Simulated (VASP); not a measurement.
Input of a VASP 6.6.1 run:

The input INCAR:

```
ALGO = Normal ; EDIFF = 1E-8
ENCUT = 520 ; GGA = CA
GGA_COMPAT = F ; ISIF = 2
ISMEAR = -1 ; ISPIN = 2
LASPH = T ; LCHARG = F
LEFG = T ; LMAXMIX = 4
LORBIT = 11 ; LREAL = F
LWAVE = F ; MAGMOM = 3
NBANDS = 14 ; NELM = 200
PREC = Accurate ; SIGMA = 0.05
```

The input KPOINTS:

```
k-points
0
Gamma
  16 16 16
```

The input POSCAR:

```
Fe
1.0
    0.0000000000      1.9024384199      1.9253309689
    1.4681109357      0.0000000000      1.9253309689
    1.4681109357      1.9024384199      0.0000000000
Fe
1
Direct
    0.0000000000      0.0000000000      0.0000000000
```

Potentials or basis: VASP PAW LDA potentials, release 64 (Fe).

Launch:

```bash
$ cat potpaw_LDA.64/Fe/POTCAR > POTCAR
$ mpirun -np 1 vasp_std > vasp.out
```

Q: Estimate the site moments.

A: Fe +1.96 μB.

Q: Predict the net moment.

A: 1.99 μB per cell.

Stress tensor (GPa, compression positive):
```
-15.35   0.00   0.00
  0.00  -3.95   0.00
  0.00   0.00  -6.36
```

Caveat: without QUAD_EFG the Cq values of the log hold for a quadrupole moment of 1 mb, not for the nuclei.
